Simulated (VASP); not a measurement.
# PtSe2 (R-3m) in VASP: dielectric tensor with PBE

Aim: the dielectric tensor of PtSe2 with PBE.

Everything below comes from runs of VASP 6.6.1. Logs are shortened: lines on timing, memory, paths and dates and some standing lists are left out, and cuts for length are marked.

## 1. The cell of the first run

Symmetry: R-3m, No. 166, trigonal system. Conventional cell: a = 3.691 Å, b = 3.691 Å, c = 17.282 Å, α = 90.00°, β = 90.00°, γ = 120.00°. Within 3.3 Å of Pt (site symmetry -3m) lie 6 Se at 2.51 Å. Se (site symmetry 3m) has 3 Pt at 2.51 Å and 3 Se at 3.40 Å within 3.4 Å.

## 2. Dielectric tensor, PBE

INCAR reads:

```
PREC = Accurate
ENCUT = 520
EDIFF = 1E-8
ISMEAR = 0
SIGMA = 0.01
LREAL = F
LASPH = T
NELM = 60
ALGO = Normal
ISIF = 2
LWAVE = F
LCHARG = F
GGA = PE
LEPSILON = T
```

KPOINTS reads:

```
regular mesh
0
Gamma
  6 6 6
```

POSCAR reads:

```
PtSe2
1.0
    1.8457016943      1.0656163701      5.7607123488
   -1.8457016943      1.0656163701      5.7607123488
    0.0000000000     -2.1312327401      5.7607123488
Pt Se
1 2
Direct
    0.0000000000      0.0000000000      0.0000000000
    0.2567812158      0.2567812158      0.2567812158
    0.7432187842      0.7432187842      0.7432187842
```

Potentials or basis: VASP PAW PBE potentials, release 64 (Pt, Se).

Run with:

```console
> cat potpaw_PBE.64/Pt/POTCAR potpaw_PBE.64/Se/POTCAR > POTCAR
> mpirun -np 1 vasp_std > vasp.out
```

OUTCAR:

```text
PREC = Accurate
   ENCUT = 520
   EDIFF = 1E-8
   ISMEAR = 0
   LREAL = F
   LASPH = T
   NELM = 60
   ISIF = 2
   GGA = PE
   LEPSILON = T

 ion  position               nearest neighbor table
   1  0.000  0.000  0.000-   3 2.51   3 2.51   2 2.51   2 2.51   3 2.51   2 2.51
   2  0.257  0.257  0.257-   1 2.51   1 2.51   1 2.51
   3  0.743  0.743  0.743-   1 2.51   1 2.51   1 2.51

  LATTYP: Found a trigonal (rhomboedric) cell.
 ALAT       =     6.1423089924
 COS(alpha) =     0.8194116636

  Lattice vectors:

 A1 = (   1.8457016943,   1.0656163701,   5.7607123488)
 A2 = (  -1.8457016943,   1.0656163701,   5.7607123488)
 A3 = (   0.0000000000,  -2.1312327401,   5.7607123488)

Analysis of symmetry for initial positions (statically):
=====================================================================
 Subroutine PRICEL returns:
 Original cell was already a primitive cell.

 Routine SETGRP: Setting up the symmetry group for a
 trigonal (rhombohedral) supercell.

 Subroutine GETGRP returns: Found 12 space group operations
 (whereof 12 operations were pure point group operations)
 out of a pool of 12 trial point group operations.

The static configuration has the point symmetry D_3d.

Analysis of symmetry for dynamics (positions and initial velocities):
=====================================================================
 Subroutine PRICEL returns:
 Original cell was already a primitive cell.

 Routine SETGRP: Setting up the symmetry group for a
 trigonal (rhombohedral) supercell.

 Subroutine GETGRP returns: Found 12 space group operations
 (whereof 12 operations were pure point group operations)
 out of a pool of 12 trial point group operations.

The dynamic configuration has the point symmetry D_3d.

 Subroutine INISYM returns: Found 12 space group operations
 (whereof 12 operations are pure point group operations),
 and found     1 'primitive' translations

----------------------------------------------------------------------------------------

                                     Primitive cell

  volume of cell :      67.9814

  direct lattice vectors                    reciprocal lattice vectors
     1.845701694  1.065616370  5.760712349     0.270899681  0.156404004  0.057863214
    -1.845701694  1.065616370  5.760712349    -0.270899681  0.156404004  0.057863214
     0.000000000 -2.131232740  5.760712349     0.000000000 -0.312808007  0.057863214

  length of vectors
     6.142308992  6.142308992  6.142308992     0.318114761  0.318114761  0.318114761

  position of ions in fractional coordinates (direct lattice)
     0.000000000  0.000000000  0.000000000
     0.256781216  0.256781216  0.256781216
     0.743218784  0.743218784  0.743218784

  ion indices of the primitive-cell ions
   primitive index   ion index
                 1           1
                 2           2
                 3           3

----------------------------------------------------------------------------------------

 KPOINTS: regular mesh

Automatic generation of k-mesh.
 Grid dimensions read from file:
 generate k-points for:    6    6    6

 Generating k-lattice:

  Cartesian coordinates                     Fractional coordinates (reciprocal lattice)
     0.045149947  0.026067334  0.009643869     0.166666667 -0.000000000 -0.000000000
    -0.045149947  0.026067334  0.009643869    -0.000000000  0.166666667 -0.000000000
     0.000000000 -0.052134668  0.009643869    -0.000000000 -0.000000000  0.166666667

  Length of vectors
     0.053019127  0.053019127  0.053019127

  Shift w.r.t. Gamma in fractional coordinates (k-lattice)
     0.000000000  0.000000000  0.000000000

 Subroutine IBZKPT returns following result:
 ===========================================

 Found     32 irreducible k-points:

[... 85 lines left out ...]

 number of electron      22.0000000 magnetization

 E-fermi :   4.9859     XC(G=0):  -9.9336

 val. band max:        4.8924003877   @ k =   0.0000   0.0000   0.0000
 cond. band min:       5.5831444946   @ k =  -0.3333   0.1667  -0.0000
 fundamental gap:      0.6907441070
 Fermi energy:         4.9858611953

 k-point     1 :       0.0000    0.0000    0.0000
  band No.  band energies     occupation
      1      -9.9592      2.00000
      2      -7.8641      2.00000
      3      -1.4559      2.00000
      4      -0.8857      2.00000
      5      -0.8857      2.00000
      6       1.3594      2.00000
      7       1.3594      2.00000
      8       2.7529      2.00000
      9       4.3611      2.00000
     10       4.3611      2.00000
     11       4.8924      2.00000
     12       7.1629      0.00000
     13       7.1629      0.00000
     14       9.1974      0.00000
[... 401 lines left out ...]
      2      -8.1915      2.00000
      3      -1.5953      2.00000
      4      -0.6472      2.00000
      5      -0.1552      2.00000
      6       0.5736      2.00000
      7       0.8123      2.00000
      8       2.0447      2.00000
      9       2.2687      2.00000
     10       2.9394      2.00000
     11       3.6799      2.00000
     12       6.3109      0.00000
     13       6.5684      0.00000
     14       9.3728      0.00000
     15      11.3466      0.00000

 [... further k-points ...]

  FORCE on cell =-STRESS in cart. coord.  units (eV):
  Direction    XX          YY          ZZ          XY          YZ          ZX
  --------------------------------------------------------------------------------------
  -------------------------------------------------------------------------------------
  Total        1.7624146      1.7624146      1.1068764      0.0000000      0.0000000      0.0000000
  in kB       41.5363984     41.5363984     26.0867448      0.0000000      0.0000000      0.0000000
  external PRESSURE =      36.3865138 kB  Pullay stress =       0.0000000 kB

 VOLUME and BASIS-vectors are now :
 -----------------------------------------------------------------------------
  energy-cutoff  :      520.00
  volume of cell :       67.98
      direct lattice vectors                 reciprocal lattice vectors
     1.845701694  1.065616370  5.760712349     0.270899681  0.156404004  0.057863214
    -1.845701694  1.065616370  5.760712349    -0.270899681  0.156404004  0.057863214
     0.000000000 -2.131232740  5.760712349     0.000000000 -0.312808007  0.057863214

 POSITION                                       TOTAL-FORCE (eV/Angst)
 -----------------------------------------------------------------------------------
      0.00000      0.00000      0.00000         0.000000      0.000000      0.000000
      0.00000      0.00000      4.43773         0.000000     -0.000000     -0.139241
      0.00000      0.00000     12.84441         0.000000      0.000000      0.139241
 -----------------------------------------------------------------------------------
    total drift:                                0.000000      0.000000     -0.000000

  FREE ENERGIE OF THE ION-ELECTRON SYSTEM (eV)
  ---------------------------------------------------
  free  energy   TOTEN  =       -14.2422690990 eV

  energy  without entropy=      -14.2422690990  energy(sigma->0) =      -14.24226910

 HEAD OF MICROSCOPIC STATIC DIELECTRIC TENSOR (INDEPENDENT PARTICLE, excluding Hartree and local field effects)
 ------------------------------------------------------
          22.625754    -0.000000     0.000000
           0.000000    22.625754     0.000000
           0.000000     0.000000    15.875297
 ------------------------------------------------------

 Free energy of the ion-electron system (eV)
  ---------------------------------------------------
  ---------------------------------------------------
  free energy    TOTEN  =        -4.07888998 eV

  energy without entropy =       -4.07888998

------------------------ aborting loop because EDIFF is reached ----------------------------------------

--------------------------------------- Ionic step        2  -------------------------------------------

------------------------ aborting loop because EDIFF is reached ----------------------------------------

--------------------------------------- Ionic step        3  -------------------------------------------

 Free energy of the ion-electron system (eV)
  ---------------------------------------------------
  ---------------------------------------------------
  free energy    TOTEN  =        -1.90271052 eV

  energy without entropy =       -1.90271052

------------------------ aborting loop because EDIFF is reached ----------------------------------------

 PIEZOELECTRIC TENSOR FIELD DIRECTION 3  (e Angst)
 -----------------------------------------------------------------------------
     0.00076 -0.00000 -0.00000           (  0.00003  0.00000  0.00000)
     0.00000  0.00076 -0.00000           (  0.00000  0.00003 -0.00000)
     0.00000 -0.00000 -0.00891           (  0.00000 -0.00000 -0.00014)

 PIEZOELECTRIC TENSOR FIELD DIRECTION 3  (C/m^2)
 -----------------------------------------------------------------------------
     0.00018 -0.00000 -0.00000
     0.00000  0.00018 -0.00000
     0.00000 -0.00000 -0.00210

 MACROSCOPIC STATIC DIELECTRIC TENSOR (including local field effects in DFT)
 ------------------------------------------------------
          20.963757     0.000000     0.000000
           0.000000    20.963757     0.000000
          -0.000000     0.000000    10.571060
 ------------------------------------------------------

 PIEZOELECTRIC TENSOR (including local field effects)  for field in x, y, z        (e  Angst)
          XX          YY          ZZ          XY          YZ          ZX
  --------------------------------------------------------------------------------
  x     0.00000     0.00000     0.00000     0.00000     0.00000     0.00000
  y     0.00000     0.00000     0.00000     0.00000     0.00000     0.00000
  z     0.00000     0.00000     0.00000     0.00000     0.00000     0.00000

 PIEZOELECTRIC TENSOR (including local field effects)  for field in x, y, z        (C/m^2)
          XX          YY          ZZ          XY          YZ          ZX
  --------------------------------------------------------------------------------
  x     0.00000     0.00000     0.00000     0.00000     0.00000     0.00000
  y     0.00000     0.00000     0.00000     0.00000     0.00000     0.00000
  z     0.00000     0.00000     0.00000     0.00000     0.00000     0.00000

 BORN EFFECTIVE CHARGES (including local field effects) (in |e|, cummulative output)
 ---------------------------------------------------------------------------------
 ion    1
    1     2.58788     0.00000     0.00000
    2     0.00000     2.58788    -0.00000
    3     0.00000    -0.00000    -0.10122
 ion    2
    1    -1.29394     0.00000     0.00000
    2     0.00000    -1.29394     0.00000
    3    -0.00000     0.00000     0.05061
 ion    3
    1    -1.29394     0.00000     0.00000
    2     0.00000    -1.29394     0.00000
    3    -0.00000     0.00000     0.05061
```

It took 31 min on 1 thread of Intel Xeon 8259CL, shared host; peak memory 0.49 GiB.

Results:

- Band gap on the k mesh: 0.69 eV (least direct gap 1.01 eV)
- Electronic dielectric tensor (diagonal): 20.96, 20.96, 10.57
- Born charges (mean of the diagonal): Pt +1.69; Se -0.85 e

Levels at points of the mesh, in eV from the valence-band top:
| k point | band 9 | band 10 | band 11 | band 12 | band 13 | band 14 |
| --- | --- | --- | --- | --- | --- | --- |
| (0.00, 0.00, 0.00) | -0.53 | -0.53 | 0.00 | 2.27 | 2.27 | 4.30 |
| (0.50, 0.00, 0.00) | -2.56 | -2.46 | -2.32 | 1.35 | 1.82 | 5.02 |
| (0.50, 0.50, 0.00) | -2.62 | -2.56 | -1.77 | 2.37 | 2.39 | 3.33 |
| (0.50, 0.50, 0.50) | -1.63 | -0.72 | -0.72 | 2.46 | 2.46 | 5.10 |

Electronic dielectric tensor:
```
20.96  0.00  0.00
 0.00 20.96  0.00
 0.00  0.00 10.57
```

Born effective charge tensors (e):
atom 1, Pt
```
 2.59  0.00  0.00
 0.00  2.59  0.00
 0.00  0.00 -0.10
```
atom 2, Se
```
-1.29  0.00  0.00
 0.00 -1.29  0.00
 0.00  0.00  0.05
```
atom 3, Se
```
-1.29  0.00  0.00
 0.00 -1.29  0.00
 0.00  0.00  0.05
```

Caveat: the gap is small at this level, which inflates the dielectric constant; spin-orbit coupling is left out, which moves the levels of the heavy elements.
